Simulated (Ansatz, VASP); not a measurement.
One calculation of Ta, two programs

```
CELL_PARAMETERS angstrom
-1.60804 1.60804 1.60804
1.60804 -1.60804 1.60804
1.60804 1.60804 -1.60804
ATOMIC_POSITIONS crystal
Ta 0.00000 0.00000 0.00000
```

Alike in both runs: task single point; functional r2SCAN; k mesh 22 × 22 × 22; occupations fermi-dirac, width 0.1 eV; no spin polarisation.

|  | VASP | Ansatz |
| --- | --- | --- |
| version | VASP 6.6.1 | Ansatz 0.2.0 |
| potentials or method | VASP PAW PBE potentials, release 64 (Ta_pv), cutoff 520 eV | plane waves (500 eV) with PAW, scalar-relativistic |
| valence electrons in the cell | 11 | 13 |

|  | VASP | Ansatz | Ansatz less VASP |
| --- | --- | --- | --- |
| pressure (GPa) | 20.3 | 19.4 | -0.93 |

VASP's potentials were made for PBE, not for r2SCAN. VASP's potentials hold 11 valence electrons a cell and Ansatz's 13, so a difference there can come from the potentials and not from the codes.

Spin-orbit coupling is off throughout.
